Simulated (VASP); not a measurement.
# CuF (P6_3mc) in VASP: a series of runs, part 2 of 2

VASP 6.6.1. Earlier steps stand in the parts before.

## Step 3: Single point, PBE

Contents of INCAR:

```
SYSTEM = CuF
ALGO = Normal ; EDIFF = 1E-6
ENCUT = 520 ; GGA = PE
ISIF = 2 ; ISMEAR = -1
LASPH = .True. ; LCHARG = .True.
LELF = .True. ; LREAL = .False.
LVHAR = .True. ; LWAVE = .False.
NBANDS = 26 ; NELM = 60
PREC = Accurate ; SIGMA = 0.02
```

Contents of KPOINTS:

```
k-points
0
Gamma
  9 9 4
  0 0 0
```

Contents of POSCAR:

```
CuF
1.0
    2.7897758173      0.0000000000      0.0000000000
   -1.3948879087      2.4160167287      0.0000000000
    0.0000000000      0.0000000000      6.7211226191
Cu F
2 2
Direct
    0.3333333333      0.6666666667      0.0459865616
    0.6666666667      0.3333333333      0.5459865616
    0.3333333333      0.6666666667      0.3290134384
    0.6666666667      0.3333333333      0.8290134384
```

Potentials or basis: VASP PAW PBE potentials, release 64 (Cu, F).

Started as:

```sh
cat potpaw_PBE.64/Cu/POTCAR potpaw_PBE.64/F/POTCAR > POTCAR
mpirun -np 1 vasp_std > vasp.out
```

OUTCAR:

```text
SYSTEM = CuF
   EDIFF = 1E-6
   ENCUT = 520
   GGA = PE
   ISIF = 2
   ISMEAR = -1
   LASPH = .True.
   LREAL = .False.
   NELM = 60
   PREC = Accurate

 ion  position               nearest neighbor table
   1  0.333  0.667  0.046-   3 1.90   4 2.17   4 2.17   4 2.17
   2  0.667  0.333  0.546-   4 1.90   3 2.17   3 2.17   3 2.17
   3  0.333  0.667  0.329-   1 1.90   2 2.17   2 2.17   2 2.17
   4  0.667  0.333  0.829-   2 1.90   1 2.17   1 2.17   1 2.17

  LATTYP: Found a hexagonal cell.
 ALAT       =     2.7897758173
 C/A-ratio  =     2.4091981074

  Lattice vectors:

 A1 = (   2.7897758173,   0.0000000000,   0.0000000000)
 A2 = (  -1.3948879087,   2.4160167287,   0.0000000000)
 A3 = (   0.0000000000,   0.0000000000,   6.7211226191)

Analysis of symmetry for initial positions (statically):
=====================================================================
 Subroutine PRICEL returns:
 Original cell was already a primitive cell.

 Routine SETGRP: Setting up the symmetry group for a
 hexagonal supercell.

 Subroutine GETGRP returns: Found 12 space group operations
 (whereof  6 operations were pure point group operations)
 out of a pool of 24 trial point group operations.

The static configuration has the point symmetry C_3v.
 The point group associated with its full space group is C_6v.

Analysis of symmetry for dynamics (positions and initial velocities):
=====================================================================
 Subroutine PRICEL returns:
 Original cell was already a primitive cell.

 Routine SETGRP: Setting up the symmetry group for a
 hexagonal supercell.

 Subroutine GETGRP returns: Found 12 space group operations
 (whereof  6 operations were pure point group operations)
 out of a pool of 24 trial point group operations.

The dynamic configuration has the point symmetry C_3v.
 The point group associated with its full space group is C_6v.

 Subroutine INISYM returns: Found 12 space group operations
 (whereof  6 operations are pure point group operations),
[... 119 lines left out ...]
     AMIX     =   0.40;   BMIX     =  1.00
     AMIX_MAG =   1.60;   BMIX_MAG =  1.00
  volume/ion in A,a.u.               =      11.33        76.43
  Fermi-wavevector in a.u.,A,eV,Ry     =   1.516370  2.865525 31.284955  2.299379
  Thomas-Fermi vector in A             =   2.625769
   LORBIT       =      0    0 simple, 1 ext, 2 COOP (PROOUT), +10 PAW based schemes
   GGA     = PE    functional components
   LHFCALC =     F    Hartree Fock is set to
   AEXX    =    0.0000 exact exchange contribution
   IVDW    =     0    specifies the selected vdW correction
   LEPSILON=     F    determine dielectric tensor
   LRPA    =     F    only Hartree local field effects (RPA)
 non-spin polarized calculation
  energy-cutoff  :      520.00
  volume of cell :       45.30
 maximum number of plane-waves:      1237
 NGX is ok and might be reduce to    24
   NGX = 11   NGY = 11   NGZ = 25

 number of electron      35.9999974 magnetization

 Free energy of the ion-electron system (eV)
  ---------------------------------------------------
  ext. energy  EPLUGINS =         0.00000000
  ---------------------------------------------------
  free energy    TOTEN  =       -14.66675906 eV

  energy without entropy =      -14.66660707  energy(sigma->0) =      -14.66668307

 E-fermi :   4.0426     XC(G=0): -11.1697

 val. band max:        3.9370470211   @ k =   0.3333   0.1111   0.0000
 cond. band min:       4.0815218003   @ k =   0.0000   0.0000   0.0000
 fundamental gap:      0.1444747792
 Fermi energy:         4.0426396232

 k-point     1 :       0.0000    0.0000    0.0000
  band No.  band energies     occupation
      1     -20.1962      2.00000
      2     -20.0526      2.00000
      3      -4.1451      2.00000
      4      -2.7030      2.00000
      5      -0.3566      2.00000
      6      -0.3566      2.00000
[... 685 lines left out ...]
     25      18.1449      0.00000
     26      18.9010      0.00000

 [... further k-points ...]

------------------------ aborting loop because EDIFF is reached ----------------------------------------

  FORCE on cell =-STRESS in cart. coord.  units (eV):
  Direction    XX          YY          ZZ          XY          YZ          ZX
  --------------------------------------------------------------------------------------
  -------------------------------------------------------------------------------------
  Total        1.2393450      1.2393450      2.5535475     -0.0000000      0.0000000      0.0000000
  in kB       43.8320465     43.8320465     90.3115852     -0.0000000      0.0000000      0.0000000
  external PRESSURE =      59.3252261 kB  Pullay stress =       0.0000000 kB

 VOLUME and BASIS-vectors are now :
 -----------------------------------------------------------------------------
  energy-cutoff  :      520.00
  volume of cell :       45.30
      direct lattice vectors                 reciprocal lattice vectors
     2.789775817  0.000000000  0.000000000     0.358451741  0.206952209  0.000000000
    -1.394887909  2.416016729  0.000000000     0.000000000  0.413904419  0.000000000
     0.000000000  0.000000000  6.721122619     0.000000000  0.000000000  0.148784668

 POSITION                                       TOTAL-FORCE (eV/Angst)
 -----------------------------------------------------------------------------------
     -0.00000      1.61068      0.30908        -0.000000     -0.000000     -0.032629
      1.39489      0.80534      3.66964         0.000000      0.000000     -0.032629
     -0.00000      1.61068      2.21134        -0.000000      0.000000      0.032629
      1.39489      0.80534      5.57190         0.000000     -0.000000      0.032629
 -----------------------------------------------------------------------------------
    total drift:                                0.000000      0.000001      0.000412

  FREE ENERGIE OF THE ION-ELECTRON SYSTEM (eV)
  ---------------------------------------------------
  free  energy   TOTEN  =       -14.6667590621 eV

  energy  without entropy=      -14.6666070712  energy(sigma->0) =      -14.66668307
```

OSZICAR:

```text
N       E                     dE             d eps       ncg     rms          rms(c)
DAV:   1     0.352724214694E+03    0.35272E+03   -0.17699E+04  1944   0.217E+03
DAV:   2     0.266116915890E+02   -0.32611E+03   -0.30524E+03  1878   0.417E+02
DAV:   3    -0.155663834398E+02   -0.42178E+02   -0.40690E+02  2178   0.170E+02
DAV:   4    -0.168209373993E+02   -0.12546E+01   -0.12490E+01  2474   0.316E+01
DAV:   5    -0.168407481851E+02   -0.19811E-01   -0.19801E-01  2390   0.348E+00    0.102E+01
DAV:   6    -0.155735722438E+02    0.12672E+01   -0.12820E+01  2582   0.755E+01    0.716E+00
DAV:   7    -0.146838350978E+02    0.88974E+00   -0.35062E+00  2546   0.522E+01    0.186E+00
DAV:   8    -0.146782540272E+02    0.55811E-02   -0.22624E-01  2104   0.348E+00    0.909E-01
DAV:   9    -0.146670413003E+02    0.11213E-01   -0.24001E-02  2472   0.237E+00    0.210E-01
DAV:  10    -0.146667998427E+02    0.24146E-03   -0.61087E-03  2950   0.108E+00    0.105E-01
DAV:  11    -0.146667651353E+02    0.34707E-04   -0.56148E-04  2684   0.506E-01    0.386E-02
DAV:  12    -0.146667586392E+02    0.64962E-05   -0.13127E-04  2714   0.119E-01    0.551E-03
DAV:  13    -0.146667590621E+02   -0.42289E-06   -0.77007E-06  2120   0.277E-02
   1 F= -.14666759E+02 E0= -.14666683E+02  d E =-.151991E-03
```

Wall time 48 s (1 thread of Intel Xeon 8259CL, shared host); peak memory 0.19 GiB.

What came out:

* Free energy: -14.6668 eV
* Pressure: 5.9 GPa
* Largest force: 0.033 eV/Å
* Band gap on the k mesh: 0.14 eV (least direct gap 0.47 eV)

Forces in eV/Å, atoms in the order of the input:
```
Cu   0.000  0.000 -0.033
Cu   0.000  0.000 -0.033
F    0.000  0.000  0.033
F    0.000  0.000  0.033
```

Stress tensor (GPa, compression positive):
```
4.38 0.00 0.00
0.00 4.38 0.00
0.00 0.00 9.03
```

Levels at points of the mesh, in eV from the valence-band top:
```tsv
k point	band 16	band 17	band 18	band 19	band 20	band 21
(0.00, 0.00, 0.00)	-0.87	-0.33	-0.33	0.14	3.27	5.89
(0.00, 0.00, 0.50)	-0.57	-0.57	-0.57	1.22	1.22	8.58
```

Caveat: the cell stands under pressure; an odd mesh through Γ misses points on the zone boundary, where band edges can lie.
